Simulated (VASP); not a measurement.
# Co (Fm-3m) in VASP: a series of runs, part 2 of 2

VASP 6.6.1. Earlier steps stand in the parts before.

### Step 3. Relaxation of cell and atoms, PBE, collinear spin, ferromagnetic start, target pressure 67 GPa, at which the enthalpy is minimised

This run uses another cell than the first one, of 8.91 Å³/atom.

The input, INCAR:

```
PREC = Accurate ; ENCUT = 600
EDIFF = 1E-6 ; ISMEAR = -1
SIGMA = 0.05 ; LREAL = False
LASPH = True ; NELM = 150
ALGO = Normal ; ISIF = 3
LWAVE = False ; LCHARG = False
ISPIN = 2 ; MAGMOM = 1.7
LORBIT = 11 ; LMAXMIX = 4
GGA = PE ; IBRION = 2
NSW = 32 ; EDIFFG = -0.005
PSTRESS = 670.0
```

The input, KPOINTS:

```
regular mesh
0
Gamma
  20 20 20
```

The input, POSCAR:

```
Co
1.0
    0.0000000000      1.6455989209      1.6455989209
    1.6455989209      0.0000000000      1.6455989209
    1.6455989209      1.6455989209      0.0000000000
Co
1
Direct
    0.0000000000      0.0000000000      0.0000000000
```

Potentials or basis: VASP PAW PBE potentials, release 64 (Co).

Launch:

```
cat potpaw_PBE.64/Co/POTCAR > POTCAR
mpirun -np 1 vasp_std > vasp.out
```

OUTCAR:

```text
PREC = Accurate
   ENCUT = 600
   EDIFF = 1E-6
   ISMEAR = -1
   LREAL = False
   LASPH = True
   NELM = 150
   ISIF = 3
   ISPIN = 2
   LORBIT = 11
   GGA = PE
   IBRION = 2
   NSW = 32
   EDIFFG = -0.005
   PSTRESS = 670.0

 ion  position               nearest neighbor table
   1  0.000  0.000  0.000-

  LATTYP: Found a face centered cubic cell.
 ALAT       =     3.2911978418

  Lattice vectors:

 A1 = (   0.0000000000,   1.6455989209,   1.6455989209)
 A2 = (   1.6455989209,   0.0000000000,   1.6455989209)
 A3 = (   1.6455989209,   1.6455989209,   0.0000000000)

Analysis of symmetry for initial positions (statically):
=====================================================================
 Subroutine PRICEL returns:
 Original cell was already a primitive cell.

 Routine SETGRP: Setting up the symmetry group for a
 face centered cubic supercell.

 Subroutine GETGRP returns: Found 48 space group operations
 (whereof 48 operations were pure point group operations)
 out of a pool of 48 trial point group operations.

The static configuration has the point symmetry O_h .

Analysis of symmetry for dynamics (positions and initial velocities):
=====================================================================
 Subroutine PRICEL returns:
 Original cell was already a primitive cell.

 Routine SETGRP: Setting up the symmetry group for a
 face centered cubic supercell.

 Subroutine GETGRP returns: Found 48 space group operations
 (whereof 48 operations were pure point group operations)
 out of a pool of 48 trial point group operations.

The dynamic configuration has the point symmetry O_h .

Analysis of structural, dynamic, and magnetic symmetry:
=====================================================================
 Subroutine PRICEL returns:
 Original cell was already a primitive cell.

 Routine SETGRP: Setting up the symmetry group for a
 face centered cubic supercell.

 Subroutine GETGRP returns: Found 48 space group operations
 (whereof 48 operations were pure point group operations)
[... 133 lines left out ...]
  energy-cutoff  :      600.00
  volume of cell :        8.91
 maximum number of plane-waves:       307
   NGX =  9   NGY =  9   NGZ =  9

--------------------------------------- Ionic step        1  -------------------------------------------

 number of electron       9.0000001 magnetization       1.4057137

 Free energy of the ion-electron system (eV)
  ---------------------------------------------------
  ext. energy  EPLUGINS =         0.00000000
  ---------------------------------------------------
  free energy    TOTEN  =        -6.68604633 eV

  energy without entropy =       -6.67561343  energy(sigma->0) =       -6.68082988

------------------------ aborting loop because EDIFF is reached ----------------------------------------

  FORCE on cell =-STRESS in cart. coord.  units (eV):
  Direction    XX          YY          ZZ          XY          YZ          ZX
  --------------------------------------------------------------------------------------
  -------------------------------------------------------------------------------------
  Total        3.6264098      3.6264098      3.6264098     -0.0000000     -0.0000000      0.0000000
  in kB      651.9067656    651.9067656    651.9067656     -0.0000000     -0.0000000      0.0000000
  external PRESSURE =     -18.0932344 kB  Pullay stress =     670.0000000 kB
[... 61 lines left out ...]
--------------------------------------- Ionic step        3  -------------------------------------------

 number of electron       9.0000002 magnetization       1.3859311

 Free energy of the ion-electron system (eV)
  ---------------------------------------------------
  ext. energy  EPLUGINS =         0.00000000
  ---------------------------------------------------
  free energy    TOTEN  =        -6.66978388 eV

  energy without entropy =       -6.65913382  energy(sigma->0) =       -6.66445885

 E-fermi :  13.4611     XC(G=0): -14.6342

 val. band max:       13.4561123489   @ k =  -0.4500   0.4500   0.0000
 cond. band min:      13.4650936220   @ k =  -0.2000   0.0500   0.0000
 fundamental gap:      0.0089812731
 Fermi energy:        13.4611419563

 spin component 1

 k-point     1 :       0.0000    0.0000    0.0000
  band No.  band energies     occupation
      1       3.2784      1.00000
      2      10.4951      1.00000
      3      10.4951      1.00000
      4      10.4951      1.00000
      5      12.0280      1.00000
      6      12.0280      1.00000
      7      38.2050      0.00000
      8      44.1679      0.00000
      9      44.1679      0.00000
[... 265 lines left out ...]
 k-point    24 :      -0.3500    0.0500    0.0000
  band No.  band energies     occupation
      1       7.1567      1.00000
      2      10.4727      1.00000
      3      10.5499      1.00000
      4      10.9786      1.00000
      5      12.6780      1.00000
      6      13.2050      0.99408
      7      25.1852      0.00000
      8      36.9388      0.00000
      9      40.9855      0.00000

 [... further k-points ...]

 spin component 2

 k-point     1 :       0.0000    0.0000    0.0000
  band No.  band energies     occupation
      1       3.3329      1.00000
      2      11.8484      1.00000
      3      11.8484      1.00000
      4      11.8484      1.00000
      5      13.6943      0.00935
      6      13.6943      0.00935
      7      38.0024      0.00000
      8      44.2938      0.00000
      9      44.2938      0.00000
[... 308 lines left out ...]
  energy  without entropy=       -6.6591338203  energy(sigma->0) =       -6.66445885

  enthalpy is  TOTEN    =        -2.9592272384 eV   P V=        3.7105566394

 reached required accuracy - stopping structural energy minimisation

 total charge

# of ion       s       p       d       tot
------------------------------------------
    1        0.587   0.724   7.439   8.750

 magnetization (x)

# of ion       s       p       d       tot
------------------------------------------
    1       -0.014  -0.046   1.429   1.368
```

OSZICAR:

```text
N       E                     dE             d eps       ncg     rms          rms(c)
DAV:   1     0.223086221416E+02    0.22309E+02   -0.47070E+03  9328   0.141E+03
DAV:   2    -0.715544557105E+01   -0.29464E+02   -0.28253E+02  9406   0.164E+02
[... 23 lines left out ...]
DAV:   2    -0.667096114139E+01    0.82275E-02   -0.86054E-02  9784   0.460E+00    0.426E-01
DAV:   3    -0.667004197908E+01    0.91916E-03   -0.47443E-03  9973   0.120E+00    0.254E-01
DAV:   4    -0.666989312648E+01    0.14885E-03   -0.42627E-05 11024   0.800E-02    0.722E-02
DAV:   5    -0.666978101077E+01    0.11212E-03   -0.19230E-04 12673   0.130E-01    0.251E-02
DAV:   6    -0.666978334946E+01   -0.23387E-05   -0.21626E-06  9560   0.238E-02    0.526E-03
DAV:   7    -0.666978387775E+01   -0.52829E-06   -0.73538E-07  5741   0.123E-02
   3 F= -.29592272E+01 E0= -.29539022E+01  d E =-.239306E-03  mag=     1.3860
```

Run time: 52 s. Hardware: 1 thread of Intel Xeon 6975P-C (Granite Rapids), shared host; peak memory 0.18 GiB.

Results:

```
Free energy                                                : -6.6698 eV
Relaxed volume                                             : 8.87 Å³/atom
Relaxed cell                                               : a = 2.324 Å, b = 2.324 Å, c = 2.324 Å, α = 60.00°, β = 60.00°, γ = 60.00°
Space group after relaxing (to 0.1 Å)                      : Fm-3m (No. 225)
Energy change on relaxing (the run minimises the enthalpy) : +16.3 meV/atom
Ionic steps                                                : 3
Pressure after relaxing                                    : 67.0 GPa
Net moment                                                 : 1.39 μB per cell
Site moments                                               : Co +1.37 μB
Valence electrons inside the program's atomic spheres      : Co 8.75
```

The path:
| step | energy change (eV) | largest force (eV/Å) | pressure (GPa) | volume (Å³) |
| --- | --- | --- | --- | --- |
| 1 | 0.0000 | 0.0000 | 65.19 | 8.91 |
| 2 | 0.0550 | 0.0000 | 71.44 | 8.78 |
| 3 | 0.0163 | 0.0000 | 67.03 | 8.87 |

Final structure:
```
Co
1.0
     0.00000    1.64317    1.64317
     1.64317    0.00000    1.64317
     1.64317    1.64317    0.00000
Co
1
Direct
  0.00000 0.00000 0.00000
```

Levels at points of the mesh, in eV from the Fermi level:
Spin up:
| k point | band 2 | band 3 | band 4 | band 5 | band 6 | band 7 | band 8 | band 9 |
| --- | --- | --- | --- | --- | --- | --- | --- | --- |
| (0.00, 0.00, 0.00) | -2.97 | -2.97 | -2.97 | -1.43 | -1.43 | 24.74 | 30.71 | 30.71 |
| (0.50, 0.00, 0.00) | -3.11 | -3.11 | -0.32 | -0.26 | -0.26 | 8.22 | 23.23 | 28.82 |
| (0.50, 0.50, 0.00) | -5.63 | -0.35 | 0.06 | 0.06 | 3.05 | 11.95 | 17.18 | 17.18 |
Spin down:
```csv
k point,band 1,band 2,band 3,band 4,band 5,band 6,band 7,band 8
"(0.00, 0.00, 0.00)",-10.13,-1.61,-1.61,-1.61,0.23,0.23,24.54,30.83
"(0.50, 0.00, 0.00)",-5.40,-1.68,-1.68,-0.30,1.38,1.38,9.14,23.04
"(0.50, 0.50, 0.00)",-5.46,-4.56,1.40,1.65,1.65,3.12,12.78,17.37
```

Caveat: the cell is relaxed towards a set pressure, so the run minimises the enthalpy, not the energy.

### Step 4. Relaxation of cell and atoms, PBE, collinear spin, ferromagnetic start, target pressure 67 GPa, at which the enthalpy is minimised

This run uses another cell than the first one, of 8.92 Å³/atom.

The input, INCAR:

```
SYSTEM = Co
ALGO = Normal
EDIFF = 1E-7
EDIFFG = -0.005
ENCUT = 600
GGA = PE
IBRION = 2
ISIF = 3
ISMEAR = -1
ISPIN = 2
LASPH = .TRUE.
LCHARG = .FALSE.
LMAXMIX = 4
LORBIT = 11
LREAL = .FALSE.
LWAVE = .FALSE.
MAGMOM = 1.7
NELM = 150
NSW = 60
PREC = Accurate
PSTRESS = 670.0
SIGMA = 0.05
```

The input, KPOINTS:

```
k-points
0
G
  20 20 20
  0 0 0
```

The input, POSCAR:

```
Co
1.0
    0.0000000000      1.6461333118      1.6461333118
    1.6461333118      0.0000000000      1.6461333118
    1.6461333118      1.6461333118      0.0000000000
Co
1
Direct
    0.0000000000      0.0000000000      0.0000000000
```

Launch:

```
cat potpaw_PBE.64/Co/POTCAR > POTCAR
mpirun -np 1 vasp_std > vasp.out
```

Wall time 56 s (1 thread of Intel Xeon 6975P-C (Granite Rapids), shared host); peak memory 0.17 GiB.

It converged, with:

```
Free energy                                                : -6.6698 eV
Relaxed volume                                             : 8.87 Å³/atom
Relaxed cell                                               : a = 2.324 Å, b = 2.324 Å, c = 2.324 Å, α = 60.00°, β = 60.00°, γ = 60.00°
Space group after relaxing (to 0.1 Å)                      : Fm-3m (No. 225)
Energy change on relaxing (the run minimises the enthalpy) : +19.8 meV/atom
Ionic steps                                                : 3
Pressure after relaxing                                    : 67.0 GPa
Net moment                                                 : 1.39 μB per cell
Site moments                                               : Co +1.37 μB
Valence electrons inside the program's atomic spheres      : Co 8.75
```

Step by step:
```
step  energy change (eV)  largest force (eV/Å)  pressure (GPa)  volume (Å³)
   1              0.0000                0.0000           64.62         8.92
   2              0.0729                0.0000           73.02         8.75
   3              0.0198                0.0000           67.05         8.87
```

Final structure:
```
CELL_PARAMETERS angstrom
0.00000 1.64316 1.64316
1.64316 0.00000 1.64316
1.64316 1.64316 0.00000
ATOMIC_POSITIONS crystal
Co 0.00000 0.00000 0.00000
```

Levels at points of the mesh, in eV from the Fermi level:
Spin up:
```
           k point  band 3  band 4  band 5  band 6  band 7  band 8
(0.00, 0.00, 0.00)   -2.97   -2.97   -1.43   -1.43   24.74   30.71
(0.50, 0.00, 0.00)   -3.11   -0.32   -0.26   -0.26    8.22   23.23
(0.50, 0.50, 0.00)   -0.35    0.06    0.06    3.05   11.95   17.18
```
Spin down:
```
           k point  band 2  band 3  band 4  band 5  band 6  band 7
(0.00, 0.00, 0.00)   -1.61   -1.61   -1.61    0.23    0.23   24.54
(0.50, 0.00, 0.00)   -1.68   -1.68   -0.30    1.38    1.38    9.14
(0.50, 0.50, 0.00)   -4.56    1.40    1.65    1.65    3.12   12.78
```

Caveat: the cell is relaxed towards a set pressure, so the run minimises the enthalpy, not the energy.

### Step 5. Overview

```tsv
task	cell	k mesh	cutoff (eV)	gap on the mesh (eV)	pressure (GPa)	moment (μB)
single point	a = 2.491 Å, angles 60.0°, 1 atom	19 × 19 × 19	520	none	-0.8	1.66
relaxation of cell and atoms	relaxed to 67 GPa from a = 2.327 Å, angles 60.0°, 1 atom	20 × 20 × 20	600	none	67.0	1.39
relaxation of cell and atoms	relaxed to 67 GPa from a = 2.328 Å, angles 60.0°, 1 atom	20 × 20 × 20	600	none	67.0	1.39
```

Alike in all rows: level PBE; potentials or basis VASP PAW PBE potentials, release 64 (Co); spin collinear, ferromagnetic start; smearing fermi-dirac 0.05 eV.

Caveats: the cell is relaxed towards a set pressure, so the run minimises the enthalpy, not the energy (at least some runs).

Absolute energies hang on the potentials; compare differences alone.
